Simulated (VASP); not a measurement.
Wanted: the native input for a VASP 6.6.1 run.

```yaml
Task: relaxation of cell and atoms
Functional: PBEsol
Potentials_or_basis: VASP PAW PBE potentials, release 64 (Au)
Cutoff: 600 eV
k_mesh: 8 × 8 × 8
Occupations: fermi-dirac, width 0.05 eV
Spin: no spin polarisation
Target_pressure: 40 GPa
Dipole_correction: no
Further_INCAR_settings: ALGO = Normal; EDIFF = 1e-07; IBRION = 2; EDIFFG = -0.03; NSW = 60; ISIF = 3
```

The structure of Au lies in POSCAR:

```
Au
1.0
    2.6500000000      0.0000000000      0.0000000000
    0.0000000000      2.6500000000      0.0000000000
    0.0000000000      0.0000000000      2.6500000000
Au
1
Direct
    0.0000000000      0.0000000000      0.0000000000
```

One way to write it, as run:

INCAR

```
SYSTEM = Au
PREC     = Accurate       ! precision mode
ENCUT    = 600            ! plane-wave cutoff, eV
EDIFF    = 1E-7           ! SCF threshold, eV
ISMEAR   = -1             ! smearing method
SIGMA    = 0.05           ! smearing width, eV
LREAL    = .FALSE.        ! projectors in reciprocal space
LASPH    = .TRUE.         ! aspherical terms in the spheres
NELM     = 60             ! most SCF steps
ALGO     = Normal         ! electronic algorithm
ISIF     = 3              ! what is computed and relaxed
LWAVE    = .FALSE.        ! write WAVECAR
LCHARG   = .FALSE.        ! write CHGCAR
GGA      = PS             ! functional
IBRION   = 2              ! ionic algorithm
NSW      = 60             ! ionic steps
EDIFFG   = -0.03          ! ionic threshold
PSTRESS  = 400.0
```

KPOINTS

```
regular mesh
0
G
  8 8 8
  0 0 0
```

Potentials or basis: VASP PAW PBE potentials, release 64 (Au).

Launch:

```bash
$ cat potpaw_PBE.64/Au/POTCAR > POTCAR
$ mpirun -np 1 vasp_std > vasp.out
```

It gave:

The relaxed volume is 16.21 Å³/atom and the relaxed cell is a = 2.531 Å, b = 2.531 Å, c = 2.531 Å, α = 90.00°, β = 90.00°, γ = 90.00°. The space group after relaxing (to 0.05 Å) is Pm-3m (No. 221). The energy change on relaxing (the enthalpy is what falls) is +316.0 meV/atom. The ionic steps are 5. The pressure after relaxing is 40.2 GPa.

Caveat: the cell is relaxed towards a set pressure, so the enthalpy falls and the energy may rise; the PAW data sets were made with another functional, which shifts forces and pressure a little.

It took 60 s on 1 thread of AMD EPYC 7R13 (shared host), peak memory 0.13 GiB.
